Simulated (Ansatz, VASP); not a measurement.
**Two plane-wave programs on BiTe**

```
Bi Te
1.0
     0.00000    3.16394    3.16394
     3.16394    0.00000    3.16394
     3.16394    3.16394    0.00000
Bi Te
1 1
Direct
  0.50000 0.50000 0.50000
  0.00000 0.00000 0.00000
```

Alike in both runs: task single point; functional PBE; dispersion D3(BJ); k mesh 6 × 6 × 6; occupations gaussian, width 0.05 eV; no spin polarisation.

```csv
,VASP,Ansatz
version,VASP 6.6.1,Ansatz 0.2.0
potentials or method,"VASP PAW PBE potentials, release 64 (Bi_d, Te), cutoff 520 eV","scalar-relativistic, plane waves, PAW"
valence electrons in the cell,21,31
```

|  | VASP | Ansatz | Ansatz less VASP |
| --- | --- | --- | --- |
| gap on the k mesh at the Fermi level (eV) | none | none | - |
| pressure (GPa) | 2.2 | 2.2 | +0.04 |

A gap of «none» marks a metal or a gap that the smearing closes. VASP's potentials hold 21 valence electrons a cell and Ansatz's 31, so a difference there can come from the potentials and not from the codes.

Spin-orbit coupling is off throughout.
